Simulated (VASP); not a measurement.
Runs of VASP 6.6.1 on Fe. The structure is that of space group P6_3/mmc (No. 194), or close to it. The cells are those of the table. 

| cell | gap on the mesh (eV) | pressure (GPa) |
| --- | --- | --- |
| a = 2.498, b = 2.498, c = 3.633 Å, angles 90.0, 90.0, 120.0°, 2 atoms | none | 2.5 |
| a = 2.353, b = 2.353, c = 4.093 Å, angles 90.0, 90.0, 120.0°, 2 atoms | none | 2.1 |
| a = 2.286, b = 2.286, c = 4.337 Å, angles 90.0, 90.0, 120.0°, 2 atoms | none | 10.3 |
| a = 2.564, b = 2.564, c = 3.446 Å, angles 90.0, 90.0, 120.0°, 2 atoms | none | (a) |

Alike in all rows: task single point; level PBEsol; potentials or basis VASP PAW PBE potentials, release 64 (Fe); no spin polarisation; k mesh 33 × 33 × 18; cutoff (eV) 520; smearing gaussian 0.15 eV.

**Question.** Estimate the missing entries.

**Answer.** (a) 8.6.

Caveats: the PAW data sets were made with another functional, which shifts forces and pressure a little; the run has no spin polarisation, though such a crystal can be magnetic.

A gap of «none» marks levels without a gap at the run's occupations.
